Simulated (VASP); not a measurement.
Here is a VASP 6.6.1 calculation.

The input INCAR:

```
PREC = Accurate
ENCUT = 600
EDIFF = 1E-6
ISMEAR = 0
SIGMA = 0.2
LREAL = False
LASPH = True
NELM = 60
ALGO = Normal
ISIF = 3
LWAVE = False
LCHARG = False
GGA = PE
IBRION = 2
NSW = 36
EDIFFG = -0.08
```

The input KPOINTS:

```
regular mesh
0
Gamma
  4 4 4
```

Contents of POSCAR:

```
Al5Cu3
1.0
   -3.1094808100      3.1094808100      4.0138942800
    3.1094808100     -3.1094808100      4.0138942800
    3.1094808100      3.1094808100     -4.0138942800
Al Cu
5 3
Direct
    0.5000000000      0.5000000000      0.5000000000
    0.0000000000      0.0000000000      0.5000000000
    0.5000000000      0.0000000000      0.0000000000
    0.0000000000      0.5000000000      0.0000000000
    0.0000000000      0.0000000000      0.0000000000
    0.5000000000      0.0000000000      0.5000000000
    0.0000000000      0.5000000000      0.5000000000
    0.5000000000      0.5000000000      0.0000000000
```

Potentials or basis: VASP PAW PBE potentials, release 64 (Al, Cu).

Launch:

```console
$ cat potpaw_PBE.64/Al/POTCAR potpaw_PBE.64/Cu/POTCAR > POTCAR
$ mpirun -np 1 vasp_std > vasp.out
```

Task: Estimate the relaxed volume.

Result: 14.50 Å³/atom.

Task: Estimate the space group after relaxing (to 0.1 Å).

Result: I4/mmm (No. 139).

Final structure:
```
Al Cu
1.0
    -2.74607    2.74607    3.84499
     2.74607   -2.74607    3.84499
     2.74607    2.74607   -3.84499
Al Cu
5 3
Direct
  0.50000 0.50000 0.50000
  0.00000 0.00000 0.50000
  0.50000 0.00000 0.00000
  0.00000 0.50000 0.00000
  0.00000 0.00000 0.00000
  0.50000 0.00000 0.50000
  0.00000 0.50000 0.50000
  0.50000 0.50000 0.00000
```

Caveat: the volume moved by over 15 % at a fixed basis, so the end points are rough.
